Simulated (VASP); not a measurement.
The system is HfO2.

```xyz
12
Lattice="5.0942 0.0000 0.0000 0.0000 5.1506 0.0000 -0.8762 0.0000 5.2030" Properties=species:S:1:pos:R:3 pbc="T T T"
Hf    0.7864    2.3593    3.6832
Hf    2.9935    4.9347    4.1212
Hf    3.4316    2.7913    1.5197
Hf    1.2245    0.2160    1.0817
O     1.4248    3.8245    5.0915
O     2.3551    1.2492    2.7129
O     2.7932    1.3262    0.1115
O     1.8629    3.9015    2.4900
O     0.0449    1.7036    1.8015
O     4.6112    4.2789    0.7999
O     4.1731    3.4470    3.4014
O    -0.3932    0.8717    4.4030
```

```yaml
Program: VASP 6.6.1
Task: relaxation of cell and atoms
Functional: PBE
Potentials_or_basis: VASP PAW PBE potentials, release 64 (Hf_pv, O)
Cutoff: 600 eV
k_mesh: 5 × 5 × 5
Occupations: gaussian, width 0.01 eV
Spin: no spin polarisation
```

At the start: pressure 5.8 GPa; volume 11.38 Å³/atom.

Task: Where does the relaxation end?

Result: Over 24 steps the energy falls by 4.8 meV/atom and the volume is 11.66 Å³/atom (+2.5 %); space group P2_1/c (No. 14, to 0.05 Å).

Step by step:
| step | energy change (eV) | largest force (eV/Å) | pressure (GPa) | volume (Å³) |
| --- | --- | --- | --- | --- |
| 1 | 0.0000 | 0.1179 | 5.83 | 136.52 |
| 2 | 0.0878 | 0.4988 | -8.19 | 144.86 |
| 3 | -0.0559 | 0.1371 | 0.03 | 139.65 |
| 4 | -0.0559 | 0.1323 | 0.13 | 139.58 |
| 5 | -0.0569 | 0.1056 | 0.03 | 139.79 |
| 6 | -0.0573 | 0.0342 | 0.06 | 139.72 |
| 7 | -0.0577 | 0.0234 | -0.06 | 139.82 |
| 8 | -0.0578 | 0.0164 | -0.16 | 139.90 |
| 9 | -0.0578 | 0.0166 | 0.16 | 139.74 |
| 10 | -0.0579 | 0.0144 | 0.05 | 139.79 |
| 11 | -0.0579 | 0.0086 | 0.03 | 139.81 |
| 12 | -0.0580 | 0.0077 | 0.00 | 139.83 |
| 13 | -0.0580 | 0.0078 | 0.00 | 139.84 |
| 14 | -0.0580 | 0.0088 | 0.00 | 139.84 |
| 15 | -0.0580 | 0.0069 | -0.01 | 139.85 |
| 16 | -0.0580 | 0.0085 | -0.01 | 139.85 |
| 17 | -0.0580 | 0.0069 | 0.01 | 139.84 |
| 18 | -0.0580 | 0.0066 | 0.06 | 139.82 |
| 19 | -0.0581 | 0.0066 | 0.04 | 139.84 |
| 20 | -0.0581 | 0.0068 | -0.03 | 139.89 |
| 21 | -0.0581 | 0.0068 | -0.05 | 139.90 |
| 22 | -0.0581 | 0.0061 | -0.03 | 139.89 |
| 23 | -0.0581 | 0.0050 | 0.00 | 139.88 |
| 24 | -0.0581 | 0.0039 | 0.01 | 139.87 |

Final structure:
```
CELL_PARAMETERS angstrom
5.13778 0.00000 -0.00429
0.00000 5.18883 0.00000
-0.88806 0.00000 5.24745
ATOMIC_POSITIONS crystal
Hf 0.27591 0.45740 0.70788
Hf 0.72409 0.95740 0.79212
Hf 0.72409 0.54260 0.29212
Hf 0.27591 0.04260 0.20788
O 0.44876 0.74269 0.97753
O 0.55124 0.24269 0.52247
O 0.55124 0.25731 0.02247
O 0.44876 0.75731 0.47753
O 0.06776 0.32972 0.34746
O 0.93224 0.82972 0.15254
O 0.93224 0.67028 0.65254
O 0.06776 0.17028 0.84746
```
